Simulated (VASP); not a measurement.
Write the native input for VASP 6.6.1 that does the following.

```
Task                   : single point
Functional             : r2SCAN
Potentials or basis    : VASP PAW PBE potentials, release 64 (Cd, S)
Cutoff                 : 520 eV
k mesh                 : 6 × 6 × 6
Occupations            : gaussian, width 0.01 eV
Spin                   : no spin polarisation
Dipole correction      : no
Further INCAR settings : ALGO = Normal; EDIFF = 1e-06; NBANDS = 16
```

CdS (Hawleyite):

```
CELL_PARAMETERS angstrom
0.00000 2.77777 2.77777
2.77777 0.00000 2.77777
2.77777 2.77777 0.00000
ATOMIC_POSITIONS crystal
Cd 0.00000 0.00000 0.00000
S 0.75000 0.75000 0.75000
```

One way to write it, as run:

POSCAR

```
CdS
1.0
    0.0000000000      2.7777719264      2.7777719264
    2.7777719264      0.0000000000      2.7777719264
    2.7777719264      2.7777719264      0.0000000000
Cd S
1 1
Direct
    0.0000000000      0.0000000000      0.0000000000
    0.7500000000      0.7500000000      0.7500000000
```

INCAR.step1

```
SYSTEM = CdS
PREC = Accurate ; ENCUT = 520
ISMEAR = 0 ; SIGMA = 0.01
LREAL = .FALSE. ; LASPH = .TRUE.
NELM = 80 ; NBANDS = 16
GGA = PE ; ALGO = Normal
EDIFF = 1E-4 ; LWAVE = .TRUE.
LCHARG = .FALSE.
```

INCAR.step2

```
SYSTEM = CdS
PREC = Accurate ; ENCUT = 520
EDIFF = 1E-6 ; ISMEAR = 0
SIGMA = 0.01 ; LREAL = .FALSE.
LASPH = .TRUE. ; NELM = 80
ALGO = Normal ; ISIF = 2
LWAVE = .FALSE. ; LCHARG = .FALSE.
METAGGA = R2SCAN ; LMIXTAU = .TRUE.
NBANDS = 16 ; ISTART = 1
```

KPOINTS

```
regular mesh
0
G
  6 6 6
  0 0 0
```

Potentials or basis: VASP PAW PBE potentials, release 64 (Cd, S).

Command:

```bash
$ cat potpaw_PBE.64/Cd/POTCAR potpaw_PBE.64/S/POTCAR > POTCAR
$ cp INCAR.step1 INCAR
$ mpirun -np 1 vasp_std > vasp.out
$ cp INCAR.step2 INCAR
$ mpirun -np 1 vasp_std > vasp.out
```

It gave:

```
Pressure               : 15.6 GPa
Band gap on the k mesh : 1.91 eV, direct
```

Caveat: the PAW data sets were made with another functional, which shifts forces and pressure a little.

It took 42 s on 1 thread of Intel(R) Xeon(R) Platinum 8488C (Sapphire Rapids), with other jobs on the host, peak memory 0.17 GiB.
